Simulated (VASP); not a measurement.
A run of VASP 6.6.1:

Contents of INCAR:

```
SYSTEM = Ga
  PREC = Accurate
  ENCUT = 520
  EDIFF = 1E-6
  ISMEAR = -1
  SIGMA = 0.08
  LREAL = .False.
  LASPH = .True.
  NELM = 80
  ALGO = Normal
  ISIF = 2
  LWAVE = .False.
  LCHARG = .False.
  GGA = PS
  NBANDS = 26
```

Contents of KPOINTS:

```
Automatic mesh
0
Gamma
  9 9 13
  0 0 0
```

Contents of POSCAR:

```
Ga
1.0
    3.9891136828      0.0000000000      0.0000000000
   -1.9945568414      3.4546737879      0.0000000000
    0.0000000000      0.0000000000      2.3690598625
Ga
3
Direct
    0.0000000000      0.0000000000      0.0000000000
    0.3333333333      0.6666666667      0.5000000000
    0.6666666667      0.3333333333      0.5000000000
```

Potentials or basis: VASP PAW PBE potentials, release 64 (Ga_d).

Command:

```bash
$ cat potpaw_PBE.64/Ga_d/POTCAR > POTCAR
$ mpirun -np 1 vasp_std > vasp.out
```

Hardware: 1 thread of AMD EPYC 9R45 96-Core Processor (Zen 5) (shared host).

Task: Estimate the wall time of this run.

Result: It took 34 s on 1 thread of AMD EPYC 9R45 96-Core Processor (Zen 5) (shared host), peak memory 0.15 GiB. Counts: scf iterations 13, k points 84.
